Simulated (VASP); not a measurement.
Runs of VASP 6.6.1 on TiO2. The structure is that of space group I4_1/amd (No. 141), or close to it. The cells are those of the table. 

| cell | gap on the mesh (eV) | pressure (GPa) | largest force (eV/Å) |
| --- | --- | --- | --- |
| a = 3.702, b = 3.702, c = 5.495 Å, angles 109.7, 109.7, 90.0°, 6 atoms | (a) | 18.3 | 0.08 |
| a = 3.702, b = 3.702, c = 5.282 Å, angles 110.5, 110.5, 90.0°, 6 atoms | 3.54 | 35.5 | 1.51 |
| a = 3.797, b = 3.797, c = 5.315 Å, angles 110.9, 110.9, 90.0°, 6 atoms | 3.38 | 20.3 | 1.55 |
| a = 3.607, b = 3.607, c = 5.464 Å, angles 109.3, 109.3, 90.0°, 6 atoms | (b) | (c) | 0.13 |

Alike in all rows: task single point; level r2SCAN+U; potentials or basis VASP PAW PBE potentials, release 64 (Ti_sv, O); no spin polarisation; Ti d U = 4.0 eV; k mesh 6 × 6 × 6; cutoff (eV) 520; smearing gaussian 0.05 eV.

**Question.** Fill in the values left out.

**Answer.** (a) 3.42; (b) 3.63; (c) 35.6.

Caveats: the PAW data sets were made with another functional, which shifts forces and pressure a little; the stress differs along the axes, from 12 to 21 GPa (at least some runs); the stress differs along the axes, from 31 to 44 GPa (at least some runs); the stress differs along the axes, from 13 to 34 GPa (at least some runs); the stress differs along the axes, from 22 to 43 GPa (at least some runs).

A k mesh can miss the band edges.
